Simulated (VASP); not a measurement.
Input of a VASP 6.6.1 run:

File INCAR:

```
SYSTEM = Cu10N
ALGO     = Normal         ! electronic algorithm
DIPOL    = 0.5 0.5 0.478
EDIFF    = 1E-6           ! SCF threshold, eV
ENCUT    = 520            ! plane-wave cutoff, eV
GGA      = CA             ! functional
GGA_COMPAT= .False.      
IDIPOL   = 3            
ISIF     = 2              ! what is computed and relaxed
ISMEAR   = 0              ! smearing method
LASPH    = .True.         ! aspherical terms in the spheres
LCHARG   = .False.        ! write CHGCAR
LDIPOL   = .True.       
LREAL    = .False.        ! projectors in reciprocal space
LWAVE    = .False.        ! write WAVECAR
NBANDS   = 68             ! bands
NELM     = 120            ! most SCF steps
NELMDL   = -8           
PREC     = Accurate       ! precision mode
SIGMA    = 0.1            ! smearing width, eV
```

KPOINTS

```
k-points
0
Gamma
  8 8 1
  0 0 0
```

Contents of POSCAR:

```
Cu10N
1.0
    3.5186379850      0.0000000000      0.0000000000
    0.0000000000      3.5186379850      0.0000000000
    0.0000000000      0.0000000000     26.0372759700
Cu N
10 1
Direct
    0.0000000000      0.5000000000      0.3264550412
    0.5000000000      0.0000000000      0.3264550412
    0.5000000000      0.5000000000      0.3940242828
    0.0000000000      0.0000000000      0.3940242828
    0.0006215201      0.5006215201      0.4614895745
    0.4993784799     -0.0006215201      0.4614895745
    0.4998259737      0.5001740263      0.5290609999
    0.0001740263     -0.0001740263      0.5290609999
    0.0130710621      0.5130710621      0.5975558112
    0.4869289379     -0.0130710621      0.5975558112
    0.7500000000      0.2500000000      0.6413078972
```

Potentials or basis: VASP PAW LDA potentials, release 64 (Cu, N).

Run with:

```console
$ cat potpaw_LDA.64/Cu/POTCAR potpaw_LDA.64/N/POTCAR > POTCAR
$ mpirun -np 1 vasp_std > vasp.out
```

Task: Predict the largest force.

Result: 0.247 eV/Å.

Task: Predict the band gap on the k mesh.

Result: Zero (an odd number of electrons rules out a gap without spin polarisation).

Forces in eV/Å, atoms in the order of the input:
```
Cu   0.000  0.000  0.212
Cu   0.000  0.000  0.212
Cu  -0.001  0.001 -0.247
Cu   0.001 -0.001 -0.247
Cu   0.002  0.002  0.001
Cu  -0.002 -0.002  0.001
Cu   0.001 -0.001  0.005
Cu  -0.001  0.001  0.005
Cu   0.085  0.085 -0.062
Cu  -0.085 -0.085 -0.062
N    0.000  0.000  0.183
```

With open d or f shells a metallic result of LDA can be an artefact of self-interaction; +U or a hybrid may open a gap.
